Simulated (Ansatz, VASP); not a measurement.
## Two plane-wave programs on Si2Se

```
Si Se
1.0
     5.85987    0.00000    0.00000
     0.00000    3.80335    0.00000
    -1.33764    0.00000    6.60493
Si Se
4 2
Direct
  0.69677 0.00000 0.35609
  0.94725 0.50000 0.40529
  0.71188 0.00000 0.69504
  0.15919 0.50000 0.73147
  0.57022 0.50000 0.87457
  0.08136 0.00000 0.93755
```

Change from the starting cell: the structure that the rattled cell fell into.

Alike in both runs: task relaxation of cell and atoms; functional PBE; k mesh 4 × 4 × 4; occupations gaussian, width 0.1 eV; no spin polarisation.

|  | VASP | Ansatz |
| --- | --- | --- |
| version | VASP 6.6.1 | Ansatz 0.2.0 |
| potentials or method | VASP PAW PBE potentials, release 64 (Si, Se), cutoff 600 eV | scalar-relativistic, plane waves, PAW |
| valence electrons in the cell | 28 | 48 |

|  | VASP | Ansatz | Ansatz less VASP |
| --- | --- | --- | --- |
| gap on the k mesh at the Fermi level, each at its own relaxed structure (eV) | 0.26 | 0.26 | +0.006 |
| relaxed volume (Å³/atom) | 24.69 | 24.59 | -0.097 |
| relaxed length of the cell vector where the two differ most in proportion (Å) | 6.754 | 6.738 | -0.0164 |

VASP's potentials hold 28 valence electrons a cell and Ansatz's 48, so a difference there can come from the potentials and not from the codes.
